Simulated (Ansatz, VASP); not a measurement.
Given: the input of a run of Ansatz 0.2.0 on GaAs.

input.yaml

```yaml
crystal:
  lattice:
    - [0.0, 2.82685, 2.82685]
    - [2.82685, 0.0, 2.82685]
    - [2.82685, 2.82685, 0.0]
  atoms:
    - { symbol: As, position: [0.75, 0.75, 0.75] }
    - { symbol: Ga, position: [0.0, 0.0, 0.0] }
hamiltonian:
  xc: pbesol
  pseudopotentials: { kind: paw }
  dispersion: d4
kpoints:
  mp_grid: { grid: [8, 8, 8] }
scf:
  occupations: { method: fermi_dirac, width: 0.05 }
output:
  forces: true
  stress: true
  eigenvalues: true
relax:
  f_tol: 0.01
  max_steps: 40
  cell: { stress_tol: 0.05 }
```

Potentials or basis: Ansatz PAW.

Command:

```console
$ ansatz run input.yaml --threads 1 --pin off --max-ram 3584MiB --backend cpu --events-out ev --progress --plain --runs-dir out
```

Question: Set up the same calculation for VASP 6.6.1. Potentials there: VASP PAW PBE potentials, release 64 (As, Ga_d).

Answer: As run (the cutoff follows the program's own potentials):

Contents of INCAR:

```
SYSTEM = GaAs
ALGO = Normal
EDIFF = 1E-7
EDIFFG = -0.01
ENCUT = 600
GGA = PS
IBRION = 2
ISIF = 3
ISMEAR = -1
IVDW = 13
LASPH = .TRUE.
LCHARG = .FALSE.
LREAL = .FALSE.
LWAVE = .FALSE.
NELM = 100
NSW = 60
PREC = Accurate
SIGMA = 0.05
```

Contents of KPOINTS:

```
k-points
0
G
  8 8 8
  0 0 0
```

POSCAR

```
GaAs
1.0
    0.0000000000      2.8268500000      2.8268500000
    2.8268500000      0.0000000000      2.8268500000
    2.8268500000      2.8268500000      0.0000000000
As Ga
1 1
Direct
    0.7500000000      0.7500000000      0.7500000000
    0.0000000000      0.0000000000      0.0000000000
```

Potentials or basis: VASP PAW PBE potentials, release 64 (As, Ga_d).

Command:

```console
$ cat potpaw_PBE.64/As/POTCAR potpaw_PBE.64/Ga_d/POTCAR > POTCAR
$ mpirun -np 1 vasp_std > vasp.out
```

Both were run:

|  | VASP | Ansatz | Ansatz less VASP |
| --- | --- | --- | --- |
| gap on the k mesh at the Fermi level, each at its own relaxed structure (eV) | 0.59 | 0.59 | +0.003 |
| relaxed volume (Å³/atom) | 22.20 | 22.14 | -0.053 |
| relaxed length of the cell vector where the two differ most in proportion (Å) | 3.974 | 3.971 | -0.0031 |

VASP's potentials were made for PBE, not for PBEsol. VASP's potentials hold 18 valence electrons a cell and Ansatz's 28, so a difference there can come from the potentials and not from the codes.

Noted on Ansatz's run: the plane-wave basis is chosen anew once the cell has moved, so the energies of steps on either side of that aren't comparable.
